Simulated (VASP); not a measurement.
# CdTe (zincblende type) (F-43m) in VASP: single point with PBE

Aim: the single point of CdTe (zincblende type) with PBE.

All numbers are computed with VASP 6.6.1; they aren't measurements. Logs are shortened: lines on timing, memory, paths and dates and some standing lists are left out, and cuts for length are marked.

### 1 The cell of the first run

The structure is cubic, space group F-43m (No. 216). The conventional cell has a = 5.421 Å, b = 5.421 Å, c = 5.421 Å, α = 90.00°, β = 90.00°, γ = 90.00°. Cd (site symmetry -43m) has 4 Te at 2.35 Å within 3.1 Å. Te (site symmetry -43m) has 4 Cd at 2.35 Å within 3.1 Å.

### 2 Single point, PBE (19.91 Å³/atom)

POSCAR

```
CdTe
1.0
    0.0000000000      2.7102663863      2.7102663863
    2.7102663863      0.0000000000      2.7102663863
    2.7102663863      2.7102663863      0.0000000000
Cd Te
1 1
Direct
    0.0000000000      0.0000000000      0.0000000000
    0.2500000000      0.2500000000      0.2500000000
```

INCAR.step1

```
SYSTEM = CdTe
PREC = Accurate
ENCUT = 520
EDIFF = 1E-7
ISMEAR = -1
SIGMA = 0.08
LREAL = .FALSE.
LASPH = .TRUE.
NELM = 80
ALGO = Normal
ISIF = 2
LWAVE = .FALSE.
LCHARG = .TRUE.
GGA = PE
NBANDS = 16
```

KPOINTS.step1

```
regular mesh
0
G
  11 11 11
  0 0 0
```

INCAR.step2

```
SYSTEM = CdTe
PREC = Accurate
ENCUT = 520
EDIFF = 1E-7
ISMEAR = -5
SIGMA = 0.08
LREAL = .FALSE.
LASPH = .TRUE.
NELM = 80
ALGO = Normal
ISIF = 2
LWAVE = .FALSE.
LCHARG = .FALSE.
GGA = PE
LORBIT = 11
NBANDS = 16
NEDOS = 1001
ICHARG = 11
```

KPOINTS.step2

```
regular mesh
0
G
  17 17 17
  0 0 0
```

Potentials or basis: VASP PAW PBE potentials, release 64 (Cd, Te).

Launch:

```
$ cat potpaw_PBE.64/Cd/POTCAR potpaw_PBE.64/Te/POTCAR > POTCAR
$ cp INCAR.step1 INCAR
$ cp KPOINTS.step1 KPOINTS
$ mpirun -np 1 vasp_std > vasp.out
$ cp INCAR.step2 INCAR
$ cp KPOINTS.step2 KPOINTS
$ mpirun -np 1 vasp_std > vasp.out
```

OUTCAR:

```text
SYSTEM = CdTe
   PREC = Accurate
   ENCUT = 520
   EDIFF = 1E-7
   ISMEAR = -5
   LREAL = .FALSE.
   LASPH = .TRUE.
   NELM = 80
   ISIF = 2
   GGA = PE
   LORBIT = 11
   ICHARG = 11

 ion  position               nearest neighbor table
   1  0.000  0.000  0.000-   2 2.35   2 2.35   2 2.35   2 2.35
   2  0.250  0.250  0.250-   1 2.35   1 2.35   1 2.35   1 2.35

  LATTYP: Found a face centered cubic cell.
 ALAT       =     5.4205327726

  Lattice vectors:

 A1 = (   0.0000000000,   2.7102663863,   2.7102663863)
 A2 = (   2.7102663863,   0.0000000000,   2.7102663863)
 A3 = (   2.7102663863,   2.7102663863,   0.0000000000)

Analysis of symmetry for initial positions (statically):
=====================================================================
 Subroutine PRICEL returns:
 Original cell was already a primitive cell.

 Routine SETGRP: Setting up the symmetry group for a
 face centered cubic supercell.

 Subroutine GETGRP returns: Found 24 space group operations
 (whereof 24 operations were pure point group operations)
 out of a pool of 48 trial point group operations.

The static configuration has the point symmetry T_d .

Analysis of symmetry for dynamics (positions and initial velocities):
=====================================================================
 Subroutine PRICEL returns:
 Original cell was already a primitive cell.

 Routine SETGRP: Setting up the symmetry group for a
 face centered cubic supercell.

 Subroutine GETGRP returns: Found 24 space group operations
 (whereof 24 operations were pure point group operations)
 out of a pool of 48 trial point group operations.

The dynamic configuration has the point symmetry T_d .

 Subroutine INISYM returns: Found 24 space group operations
 (whereof 24 operations are pure point group operations),
 and found     1 'primitive' translations

----------------------------------------------------------------------------------------

                                     Primitive cell

  volume of cell :      39.8168

  direct lattice vectors                    reciprocal lattice vectors
     0.000000000  2.710266386  2.710266386    -0.184483711  0.184483711  0.184483711
     2.710266386  0.000000000  2.710266386     0.184483711 -0.184483711  0.184483711
     2.710266386  2.710266386  0.000000000     0.184483711  0.184483711 -0.184483711

  length of vectors
     3.832895481  3.832895481  3.832895481     0.319535160  0.319535160  0.319535160

  position of ions in fractional coordinates (direct lattice)
     0.000000000  0.000000000  0.000000000
     0.250000000  0.250000000  0.250000000

  ion indices of the primitive-cell ions
   primitive index   ion index
                 1           1
                 2           2

----------------------------------------------------------------------------------------

 KPOINTS: regular mesh

Automatic generation of k-mesh.
 Grid dimensions read from file:
 generate k-points for:   17   17   17

 Generating k-lattice:

  Cartesian coordinates                     Fractional coordinates (reciprocal lattice)
    -0.010851983  0.010851983  0.010851983     0.058823529  0.000000000  0.000000000
     0.010851983 -0.010851983  0.010851983     0.000000000  0.058823529  0.000000000
     0.010851983  0.010851983 -0.010851983     0.000000000  0.000000000  0.058823529

  Length of vectors
     0.018796186  0.018796186  0.018796186

  Shift w.r.t. Gamma in fractional coordinates (k-lattice)
     0.000000000  0.000000000  0.000000000

 TETIRR: Found    693 inequivalent tetrahedra from    29478

 Subroutine IBZKPT returns following result:
 ===========================================

 Found    165 irreducible k-points:

 Following reciprocal coordinates:
            Coordinates               Weight
  0.000000  0.000000  0.000000      1.000000
  0.058824  0.000000  0.000000      8.000000
  0.117647  0.000000  0.000000      8.000000
  0.176471  0.000000  0.000000      8.000000
  0.235294  0.000000  0.000000      8.000000
  0.294118  0.000000  0.000000      8.000000
[... 16 lines left out ...]
 -0.176471  0.058824  0.000000     24.000000
 -0.117647  0.058824  0.000000     24.000000
 [... further k-points ...]
   k-points           NKPTS =    165   k-points in BZ     NKDIM =    165   number of bands    NBANDS=     16
   number of dos      NEDOS =   1001   number of ions     NIONS =      2
   total plane-waves  NPLWV =  27000
   dimension x,y,z NGX =    30 NGY =   30 NGZ =   30
   dimension x,y,z NGXF=    60 NGYF=   60 NGZF=   60
   ions per type =               1   1
   NGX,Y,Z   is equivalent  to a cutoff of  13.01, 13.01, 13.01 a.u.
   NGXF,Y,Z  is equivalent  to a cutoff of  26.02, 26.02, 26.02 a.u.
 SYSTEM =  CdTe
   PREC   = accura    normal or accurate (medium, high low for compatibility)
   ISTART =      0    job   : 0-new  1-cont  2-samecut
   ICHARG =     11    charge: 1-file 2-atom 10-const
   ISPIN  =      1    spin polarized calculation?
   LNONCOLLINEAR =      F non collinear calculations
   LSORBIT =      F    spin-orbit coupling
   LASPH  =      T    aspherical Exc in radial PAW
   ENCUT  =  520.0 eV  38.22 Ry    6.18 a.u.   7.13  7.13  7.13*2*pi/ulx,y,z
   NELM   =     80;   NELMIN=  2; NELMDL=  0     # of ELM steps
   EDIFF  = 0.1E-06   stopping-criterion for ELM
   LREAL  =      F    real-space projection
   EDIFFG = 0.1E-05   stopping-criterion for IOM
   NSW    =      0    number of steps for IOM
   IBRION =     -1    ionic relax: 0-MD 1-quasi-New 2-CG
   NFREE  =      0    steps in history (QN), initial steepest desc. (CG)
   ISIF   =      2    stress and relaxation
   ISYM   =      2    0-nonsym 1-usesym 2-fastsym
   POTIM  = 0.5000    time-step for ionic-motion
   TEBEG  =    0.0;   TEEND  =   0.0 temperature during run
   PSTRESS=    0.0 pullay stress
   NELECT =      18.0000    total number of electrons
   NUPDOWN=      -1.0000    fix difference up-down
   EMIN   =  10.00;   EMAX   =-10.00  energy-range for DOS
   EFERMI =   0.00;   METHOD = LEGACY
   ISMEAR =    -5;   SIGMA  =   0.08  broadening in eV -4-tet -1-fermi 0-gaus
   EFERMI_NEDOS =   21; number of points for ismear=-14 and -15
   IALGO  =     38    algorithm
   IMIX   =      4    mixing-type and parameters
     AMIX     =   0.40;   BMIX     =  1.00
     AMIX_MAG =   1.60;   BMIX_MAG =  1.00
  volume/ion in A,a.u.               =      19.91       134.35
  Fermi-wavevector in a.u.,A,eV,Ry     =   1.256446  2.374338 21.478913  1.578656
  Thomas-Fermi vector in A             =   2.390153
   LORBIT       =     11    0 simple, 1 ext, 2 COOP (PROOUT), +10 PAW based schemes
   GGA     = PE    functional components
   LHFCALC =     F    Hartree Fock is set to
   AEXX    =    0.0000 exact exchange contribution
   IVDW    =     0    specifies the selected vdW correction
   LEPSILON=     F    determine dielectric tensor
   LRPA    =     F    only Hartree local field effects (RPA)
 non-spin polarized calculation
 Fermi weights with tetrahedron method with Bloechl corrections
  energy-cutoff  :      520.00
  volume of cell :       39.82
 maximum number of plane-waves:      1085
 NGX is ok and might be reduce to    30

 number of electron      17.9999999 magnetization

 Free energy of the ion-electron system (eV)
  ---------------------------------------------------
  ext. energy  EPLUGINS =         0.00000000
  ---------------------------------------------------
  free energy    TOTEN  =         0.30386131 eV

  energy without entropy =        0.30386131  energy(sigma->0) =        0.30386131

 E-fermi :   9.3627     XC(G=0): -11.1985

 val. band max:        9.3511739812   @ k =   0.0000   0.0000   0.0000
 cond. band min:      10.2073457888   @ k =   0.4706   0.4706   0.0000
 fundamental gap:      0.8561718076
 Fermi energy:         9.3627329917

 k-point     1 :       0.0000    0.0000    0.0000
  band No.  band energies     occupation
      1      -6.7207      2.00000
      2      -2.7277      2.00000
      3      -2.7277      2.00000
      4      -2.7277      2.00000
      5      -1.8589      2.00000
      6      -1.8589      2.00000
[... 8 lines left out ...]
     15      18.6668      0.00000
     16      18.6668      0.00000

 k-point     2 :       0.0588    0.0000    0.0000
  band No.  band energies     occupation
      1      -6.6850      2.00000
      2      -2.7195      2.00000
      3      -2.7186      2.00000
      4      -2.7186      2.00000
      5      -1.8611      2.00000
      6      -1.8611      2.00000
[... 8 lines left out ...]
     15      18.2124      0.00000
     16      18.2126      0.00000

 k-point     3 :       0.1176    0.0000    0.0000
  band No.  band energies     occupation
      1      -6.5819      2.00000
      2      -2.6932      2.00000
      3      -2.6932      2.00000
      4      -2.6898      2.00000
      5      -1.8665      2.00000
      6      -1.8665      2.00000
[... 8 lines left out ...]
     15      17.6834      0.00000
     16      17.6834      0.00000

 k-point     4 :       0.1765    0.0000    0.0000
  band No.  band energies     occupation
      1      -6.4231      2.00000
      2      -2.6564      2.00000
      3      -2.6564      2.00000
      4      -2.6228      2.00000
      5      -1.8721      2.00000
      6      -1.8721      2.00000
[... 8 lines left out ...]
     15      17.3964      0.00000
     16      17.3964      0.00000

 k-point     5 :       0.2353    0.0000    0.0000
  band No.  band energies     occupation
      1      -6.2296      2.00000
      2      -2.6154      2.00000
      3      -2.6154      2.00000
      4      -2.4933      2.00000
      5      -1.8737      2.00000
      6      -1.8737      2.00000
[... 8 lines left out ...]
     15      17.4681      0.00000
     16      17.4681      0.00000

 k-point     6 :       0.2941    0.0000    0.0000
  band No.  band energies     occupation
      1      -6.0296      2.00000
      2      -2.5780      2.00000
      3      -2.5780      2.00000
      4      -2.2701      2.00000
      5      -1.8683      2.00000
      6      -1.8683      2.00000
[... 8 lines left out ...]
     15      17.9171      0.00000
     16      17.9171      0.00000
[... 267 lines left out ...]
 k-point    21 :      -0.2941    0.0588    0.0000
  band No.  band energies     occupation
      1      -5.9465      2.00000
      2      -2.5645      2.00000
      3      -2.5551      2.00000
      4      -2.1721      2.00000
      5      -1.8854      2.00000
      6      -1.8282      2.00000
[... 8 lines left out ...]
     15      17.7384      0.00000
     16      19.2352      0.00000

 k-point    22 :      -0.2353    0.0588    0.0000
  band No.  band energies     occupation
      1      -6.1384      2.00000
      2      -2.6016      2.00000
      3      -2.5878      2.00000
      4      -2.4229      2.00000
      5      -1.8926      2.00000
      6      -1.8490      2.00000
[... 8 lines left out ...]
     15      17.5594      0.00000
     16      18.4925      0.00000

 k-point    23 :      -0.1765    0.0588    0.0000
  band No.  band energies     occupation
      1      -6.3344      2.00000
      2      -2.6430      2.00000
      3      -2.6297      2.00000
      4      -2.5765      2.00000
      5      -1.8902      2.00000
      6      -1.8565      2.00000
[... 8 lines left out ...]
     15      17.4831      0.00000
     16      18.2029      0.00000

 k-point    24 :      -0.1176    0.0588    0.0000
  band No.  band energies     occupation
      1      -6.5050      2.00000
      2      -2.6809      2.00000
      3      -2.6765      2.00000
      4      -2.6549      2.00000
      5      -1.8812      2.00000
      6      -1.8581      2.00000
[... 8 lines left out ...]
     15      17.3651      0.00000
     16      18.2985      0.00000

 [... further k-points ...]

------------------------ aborting loop because EDIFF is reached ----------------------------------------

  FORCE on cell =-STRESS in cart. coord.  units (eV):
  Direction    XX          YY          ZZ          XY          YZ          ZX
  --------------------------------------------------------------------------------------
  -------------------------------------------------------------------------------------
  Total       22.0237049     22.0237049     22.0237049      0.0000000      0.0000000      0.0000000
  in kB      886.2067025    886.2067025    886.2067025      0.0000000      0.0000000      0.0000000
  external PRESSURE =     886.2067025 kB  Pullay stress =       0.0000000 kB

 VOLUME and BASIS-vectors are now :
 -----------------------------------------------------------------------------
  energy-cutoff  :      520.00
  volume of cell :       39.82
      direct lattice vectors                 reciprocal lattice vectors
     0.000000000  2.710266386  2.710266386    -0.184483711  0.184483711  0.184483711
     2.710266386  0.000000000  2.710266386     0.184483711 -0.184483711  0.184483711
     2.710266386  2.710266386  0.000000000     0.184483711  0.184483711 -0.184483711

 POSITION                                       TOTAL-FORCE (eV/Angst)
 -----------------------------------------------------------------------------------
      0.00000      0.00000      0.00000        -0.000000     -0.000000     -0.000000
      1.35513      1.35513      1.35513         0.000000      0.000000      0.000000
 -----------------------------------------------------------------------------------
    total drift:                               -0.000000     -0.000000     -0.000000

  FREE ENERGIE OF THE ION-ELECTRON SYSTEM (eV)
  ---------------------------------------------------
  free  energy   TOTEN  =         0.3038613054 eV

  energy  without entropy=        0.3038613054  energy(sigma->0) =        0.30386131

 total charge

# of ion       s       p       d       tot
------------------------------------------
    1        0.643   0.818   9.582  11.043
    2        1.360   2.441   0.108   3.909
--------------------------------------------------
tot          2.002   3.260   9.690  14.951
```

Wall time 1.7 min (1 thread of Intel Xeon Platinum 8375C at 2.90GHz (Ice Lake), shared host); peak memory 0.24 GiB.

What came out:

```yaml
Valence_electrons_inside_the_program's_atomic_spheres: Cd 11.04; Te 3.91
```

Levels at points of the mesh, in eV from the valence-band top:
| k point | band 5 | band 6 | band 7 | band 8 | band 9 | band 10 | band 11 | band 12 | band 13 | band 14 |
| --- | --- | --- | --- | --- | --- | --- | --- | --- | --- | --- |
| (0.00, 0.00, 0.00) | -11.21 | -11.21 | 0.00 | 0.00 | 0.00 | 2.29 | 3.58 | 3.58 | 3.58 | 7.53 |

Caveat: spin-orbit coupling is left out, which moves the levels of the heavy elements.
